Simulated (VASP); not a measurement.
A run of VASP 6.6.1 is set up as follows.

INCAR

```
PREC = Accurate
ENCUT = 520
EDIFF = 1E-6
ISMEAR = 0
SIGMA = 0.05
LREAL = F
LASPH = T
NELM = 120
ALGO = Normal
ISIF = 2
LWAVE = F
LCHARG = T
LDIPOL = T
IDIPOL = 3
DIPOL = 0.5 0.5 0.500
GGA = PE
LELF = T
LVHAR = T
LVACPOTAV = T
NBANDS = 11
GGA_COMPAT = F
NELMDL = -8
```

The input KPOINTS:

```
regular mesh
0
Gamma
  15 15 1
```

Contents of POSCAR:

```
C
1.0
    2.4665518600      0.0000000000      0.0000000000
   -1.2332759300      2.1360965710      0.0000000000
    0.0000000000      0.0000000000     20.0000000000
C
2
Direct
    0.0000000000      0.0000000000      0.5000000000
    0.6666666667      0.3333333333      0.5000000000
```

Potentials or basis: VASP PAW PBE potentials, release 64 (C).

Launch:

```console
$ cat potpaw_PBE.64/C/POTCAR > POTCAR
$ mpirun -np 1 vasp_std > vasp.out
```

Question: What does it give for the band gap on the k mesh?

Answer: Zero (filled and empty bands touch).
